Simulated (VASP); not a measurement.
Here is a VASP 6.6.1 calculation.

The input INCAR:

```
SYSTEM = Al
PREC = Accurate
ENCUT = 520
EDIFF = 1E-6
ISMEAR = 1
SIGMA = 0.05
LREAL = .FALSE.
LASPH = .TRUE.
NELM = 100
ALGO = Normal
ISIF = 2
LWAVE = .FALSE.
LCHARG = .FALSE.
ISYM = 0
NBANDS = 8
```

The input KPOINTS:

```
Automatic mesh
0
Gamma
  14 14 14
  0.5 0.5 0.5
```

Contents of POSCAR:

```
Al
1.0
    0.0000000000      1.9966255657      1.9966255657
    1.9966255657      0.0000000000      1.9966255657
    1.9966255657      1.9966255657      0.0000000000
Al
1
Direct
    0.0000000000      0.0000000000      0.0000000000
```

Potentials or basis: VASP PAW LDA potentials, release 64 (Al).

The run is started by

```bash
$ cat potpaw_LDA.64/Al/POTCAR > POTCAR
$ mpirun -np 1 vasp_std > vasp.out
```

(1) What does it give for the pressure?

Results:

(1) -0.4 GPa.
